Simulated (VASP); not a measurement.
Write the native input for VASP 6.6.1 that does the following.

```yaml
Task: single point
Functional: PBE
Potentials_or_basis: VASP PAW PBE potentials, release 64 (Bi_d, Se)
Cutoff: 520 eV
k_mesh: 8 × 8 × 8
Occupations: fermi-dirac, width 0.02 eV
Spin: no spin polarisation
Dipole_correction: no
Further_INCAR_settings: ALGO = Normal; EDIFF = 1e-07; NBANDS = 32
```

The structure of Bi2Se3 lies in POSCAR:

```
Bi2Se3
1.0
    2.0711835690      1.1957983911      9.4616867301
   -2.0711835690      1.1957983911      9.4616867301
    0.0000000000     -2.3915967823      9.4616867301
Bi Se
2 3
Direct
    0.4005339042      0.4005339042      0.4005339042
    0.5994660958      0.5994660958      0.5994660958
    0.2116750165      0.2116750165      0.2116750165
    0.7883249835      0.7883249835      0.7883249835
    0.0000000000      0.0000000000      0.0000000000
```

This cell differs from its parent crystal: uniaxial z strain -3.0%.

These files were run (other wordings do the same):

INCAR

```
PREC = Accurate
ENCUT = 520
EDIFF = 1E-7
ISMEAR = -1
SIGMA = 0.02
LREAL = F
LASPH = T
NELM = 80
ALGO = Normal
ISIF = 2
LWAVE = F
LCHARG = F
GGA = PE
NBANDS = 32
```

KPOINTS

```
Automatic mesh
0
Gamma
  8 8 8
```

Potentials or basis: VASP PAW PBE potentials, release 64 (Bi_d, Se).

Run with:

```console
$ cat potpaw_PBE.64/Bi_d/POTCAR potpaw_PBE.64/Se/POTCAR > POTCAR
$ mpirun -np 1 vasp_std > vasp.out
```

It gave:

```
Pressure               : 3.1 GPa
Largest force          : 0.211 eV/Å
Band gap on the k mesh : 0.17 eV
```

Caveat: the cell differs from its parent crystal (uniaxial z strain -3.0%); the cell stands under pressure; spin-orbit coupling is left out, which moves the levels of the heavy elements.

Run time: 24 min on 1 thread of AMD EPYC 9R45 96-Core Processor (Zen 5) (shared host), peak memory 1 GiB.
